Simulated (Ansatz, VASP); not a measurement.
InAs: VASP beside Ansatz

```xyz
2
Lattice="0.0000 3.0087 3.0087 3.0087 0.0000 3.0087 3.0087 3.0087 0.0000" Properties=species:S:1:pos:R:3 pbc="T T T"
In    0.0000    0.0000    0.0000
As    1.5043    1.5043    1.5043
```

Change from the starting cell: volume scaled by 0.98, ions relaxed.

Alike in both runs: functional PBE; k mesh 13 × 13 × 13; occupations fermi-dirac, width 0.05 eV; no spin polarisation.

Ansatz relaxed the structure, and its values are those at the end. VASP's run is a single point on that final structure, the one shown.

|  | VASP | Ansatz |
| --- | --- | --- |
| version | VASP 6.6.1 | Ansatz 0.2.0 |
| potentials or method | VASP PAW PBE potentials, release 64 (In_d, As) | plane-wave PAW, scalar-relativistic |
| plane-wave cutoff (eV) | 520 | 420 |
| valence electrons in the cell | 18 | 28 |

|  | VASP | Ansatz | Ansatz less VASP |
| --- | --- | --- | --- |
| pressure (GPa) | 5.0 | 4.9 | -0.07 |

VASP's potentials hold 18 valence electrons a cell and Ansatz's 28, so a difference there can come from the potentials and not from the codes. Ansatz's warnings: stress scf threshold loose.
